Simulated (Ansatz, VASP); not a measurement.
**One calculation of BaTiO3, two programs**

```xyz
5
Lattice="3.8373 0.0000 0.0000 0.0000 2.9460 3.0164 0.0000 -2.9460 3.0164" Properties=species:S:1:pos:R:3 pbc="T T T"
Ba    0.0000    0.0000    0.1444
Ti    1.9187    0.0000    3.2729
O     0.0000    0.0000    2.8581
O     1.9187   -1.4055    4.3919
O     1.9187    1.4055    4.3919
```

Alike in both runs: functional r2SCAN; k mesh 2 × 2 × 2; occupations gaussian, width 0.02 eV; no spin polarisation.

Ansatz relaxed the structure, and its values are those at the end. VASP's run is a single point on that final structure, the one shown.

|  | VASP | Ansatz |
| --- | --- | --- |
| version | VASP 6.6.1 | Ansatz 0.2.0 |
| potentials or method | VASP PAW PBE potentials, release 64 (Ba_sv, Ti_sv, O), cutoff 520 eV | scalar-relativistic, plane waves, PAW |
| valence electrons in the cell | 40 | 40 |

```csv
,VASP,Ansatz,Ansatz less VASP
gap on the k mesh at the Fermi level (eV),3.40,3.40,-0.005
least direct gap on the mesh (eV),4.16,4.15,-0.014
pressure (GPa),1.8,0.0,-1.79
rms of the force components (eV/Å),0.082,0.000,-0.0815
```

VASP's potentials were made for PBE, not for r2SCAN.

The k mesh is coarse, so the values compare programs but aren't converged. Neither program's run includes spin-orbit coupling.
